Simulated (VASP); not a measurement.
Wanted: the native input for a VASP 6.6.1 run.

| Quantity | Value |
| --- | --- |
| Task | single point |
| Functional | PBE |
| Potentials or basis | VASP PAW PBE potentials, release 64 (Na_pv, Cl) |
| Cutoff | 520 eV |
| k mesh | 4 × 4 × 4 |
| Occupations | gaussian, width 0.01 eV |
| Spin | no spin polarisation |
| Dipole correction | no |
| Further INCAR settings | ALGO = Normal; EDIFF = 1e-06; NBANDS = 14 |

The structure of NaCl lies in POSCAR:

```
NaCl
1.0
    0.0000000000      2.8946615705      2.8946615705
    2.8946615705      0.0000000000      2.8946615705
    2.8946615705      2.8946615705      0.0000000000
Na Cl
1 1
Direct
    0.0000000000      0.0000000000      0.0000000000
    0.5000000000      0.5000000000      0.5000000000
```

This cell differs from its parent crystal: strain +3.3%.

One way to write it, as run:

INCAR

```
SYSTEM = NaCl
ALGO = Normal
EDIFF = 1E-6
ENCUT = 520
GGA = PE
ISIF = 2
ISMEAR = 0
LASPH = .TRUE.
LCHARG = .FALSE.
LREAL = .FALSE.
LWAVE = .FALSE.
NBANDS = 14
NELM = 60
PREC = Accurate
SIGMA = 0.01
```

KPOINTS

```
k-points
0
G
  4 4 4
  0 0 0
```

Potentials or basis: VASP PAW PBE potentials, release 64 (Na_pv, Cl).

Run with:

```sh
$ cat potpaw_PBE.64/Na_pv/POTCAR potpaw_PBE.64/Cl/POTCAR > POTCAR
$ mpirun -np 1 vasp_std > vasp.out
```

It gave:

* Pressure: -1.0 GPa
* Band gap on the k mesh: 4.82 eV

Caveat: the k points lie up to 0.47 Å⁻¹ apart; the cell differs from its parent crystal (strain +3.3%).

It took 9.1 s on 1 thread of Intel Xeon 8259CL, on a shared host, peak memory 0.16 GiB.
